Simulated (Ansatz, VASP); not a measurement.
**Si2W in VASP and in Ansatz**

Contents of INCAR:

```
SYSTEM = Si2W
ALGO = Normal
EDIFF = 1E-7
ENCUT = 520
ISIF = 2
ISMEAR = -1
LASPH = .True.
LCHARG = .False.
LREAL = .False.
LWAVE = .False.
NBANDS = 18
NELM = 60
PREC = Accurate
SIGMA = 0.08
```

The input KPOINTS:

```
k-points
0
Gamma
  14 14 14
  0 0 0
```

Contents of POSCAR:

```
Si2W
1.0
   -1.4690555067      1.4690555067      3.6533533919
    1.4690555067     -1.4690555067      3.6533533919
    1.4690555067      1.4690555067     -3.6533533919
W Si
1 2
Direct
    0.0000000000      0.0000000000      0.0000000000
    0.3315172734      0.3315172734      0.0000000000
   -0.3315172734     -0.3315172734      0.0000000000
```

Input for Ansatz:

```yaml
crystal:
  lattice:
    - [-1.4690555067, 1.4690555067, 3.6533533919]
    - [1.4690555067, -1.4690555067, 3.6533533919]
    - [1.4690555067, 1.4690555067, -3.6533533919]
  atoms:
    - { symbol: W, position: [0.0, 0.0, 0.0] }
    - { symbol: Si, position: [0.3315172734, 0.3315172734, 0.0] }
    - { symbol: Si, position: [-0.3315172734, -0.3315172734, 0.0] }
kpoints:
  mp_grid: { grid: [14, 14, 14] }
scf:
  occupations: { method: fermi_dirac, width: 0.08 }
hamiltonian:
  xc: lda
  pseudopotentials: { kind: paw }
output:
  forces: true
  stress: true
  eigenvalues: true
  populations: true
  write_density: true
  write_potential: true
  elf: true
  volumetric_format: npy
```

Change from the starting cell: volume scaled by 0.8, PAW files.

Alike in both runs: task single point; functional LDA; k mesh 14 × 14 × 14; occupations fermi-dirac, width 0.08 eV; no spin polarisation.

|  | VASP | Ansatz |
| --- | --- | --- |
| version | VASP 6.6.1 | Ansatz 0.2.0 |
| potentials or method | VASP PAW LDA potentials, release 64 (W_sv, Si) | PAW with Ansatz's default frozen-core files, scalar-relativistic |
| plane-wave cutoff (eV) | 520 | 420 |
| valence electrons in the cell | 22 | 22 |

VASP gave:

- pressure (GPa): 87.4
- rms of the force components (eV/Å): 0.014

Q: Which values does Ansatz return?

A: Pressure (GPa): 85.5; rms of the force components (eV/Å): 0.001.

LDA's correlation is that of Perdew and Zunger in VASP and of Perdew and Wang (1992) in Ansatz. Atom by atom the forces differ by 0.013 eV/Å (rms over components). Both programs put the cell under a high pressure, so it lies far from rest at this level.

Neither program's run includes spin-orbit coupling. Noted on VASP's run: the cell as given lies far from equilibrium.
